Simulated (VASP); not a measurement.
Wanted: the native input for a VASP 6.6.1 run.

| Quantity | Value |
| --- | --- |
| Task | single point |
| Functional | PBE |
| Potentials or basis | VASP PAW PBE potentials, release 64 (Ge_d, I) |
| Cutoff | 520 eV |
| k mesh | 6 × 6 × 6 |
| Occupations | gaussian, width 0.1 eV |
| Spin | no spin polarisation |
| Dipole correction | no |
| Further INCAR settings | ALGO = Normal; EDIFF = 1e-07; NBANDS = 62 |

The structure of Ge7I lies in POSCAR:

```
Ge7I
1.0
    5.2284956238      3.0186733559      2.1829177796
   -5.2284956238      3.0186733559      2.1829177796
    0.0000000000     -6.0373467118      2.1829177796
Ge I
7 1
Direct
    0.2397130821      0.7602869179      0.5000000000
    0.5000000000      0.2397130821      0.7602869179
    0.7602869179      0.5000000000      0.2397130821
    0.7602869179      0.2397130821      0.5000000000
    0.5000000000      0.7602869179      0.2397130821
    0.2397130821      0.5000000000      0.7602869179
    0.5000000000      0.5000000000      0.5000000000
    0.0000000000      0.0000000000      0.0000000000
```

The cell was generated, and may not be a known phase.

One way to write it, as run:

INCAR

```
SYSTEM = Ge7I
PREC = Accurate
ENCUT = 520
EDIFF = 1E-7
ISMEAR = 0
SIGMA = 0.1
LREAL = .False.
LASPH = .True.
NELM = 60
ALGO = Normal
ISIF = 2
LWAVE = .False.
LCHARG = .False.
GGA = PE
NBANDS = 62
```

KPOINTS

```
regular mesh
0
Gamma
  6 6 6
  0 0 0
```

Potentials or basis: VASP PAW PBE potentials, release 64 (Ge_d, I).

Run with:

```bash
$ cat potpaw_PBE.64/Ge_d/POTCAR potpaw_PBE.64/I/POTCAR > POTCAR
$ mpirun -np 1 vasp_std > vasp.out
```

Results of the run:

The pressure is 0.0 GPa, the largest force is 0.008 eV/Å and the band gap on the k mesh is zero (an odd number of electrons rules out a gap without spin polarisation).

Caveat: spin-orbit coupling is left out, which moves the levels of the heavy elements; an odd number of electrons without spin polarisation forces a metal; a magnetic or distorted state may lie lower.

It took 3.4 min on 1 thread of Intel(R) Xeon(R) 6975P-C (Granite Rapids) (shared host), peak memory 0.5 GiB.
